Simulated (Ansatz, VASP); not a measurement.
## TaN: VASP beside Ansatz

```
CELL_PARAMETERS angstrom
0.00000 2.17476 2.17476
2.17476 0.00000 2.17476
2.17476 2.17476 0.00000
ATOMIC_POSITIONS crystal
Ta 0.00000 0.00000 0.00000
N 0.50000 0.50000 0.50000
```

Alike in both runs: functional LDA; k mesh 8 × 8 × 8; occupations gaussian, width 0.1 eV; no spin polarisation.

Ansatz relaxed the structure, and its values are those at the end. VASP's run is a single point on that final structure, the one shown.

|  | VASP | Ansatz |
| --- | --- | --- |
| version | VASP 6.6.1 | Ansatz 0.2.0 |
| potentials or method | VASP PAW LDA potentials, release 64 (Ta_pv, N), cutoff 600 eV | scalar-relativistic, plane waves, PAW |
| valence electrons in the cell | 16 | 18 |

VASP gave:

```
gap on the k mesh at the Fermi level (eV) : none
pressure (GPa)                            : 1.9
```

**Question.** What did Ansatz give for the same quantities?

**Answer.** gap on the k mesh at the Fermi level (eV): none; pressure (GPa): -0.3.

Ansatz warns that its potentials were made for another functional, while VASP's fit it. LDA's correlation is that of Perdew and Zunger in VASP and of Perdew and Wang (1992) in Ansatz. A gap of «none» marks a metal or a gap that the smearing closes. VASP's potentials hold 16 valence electrons a cell and Ansatz's 18, so a difference there can come from the potentials and not from the codes.

Neither program's run includes spin-orbit coupling.
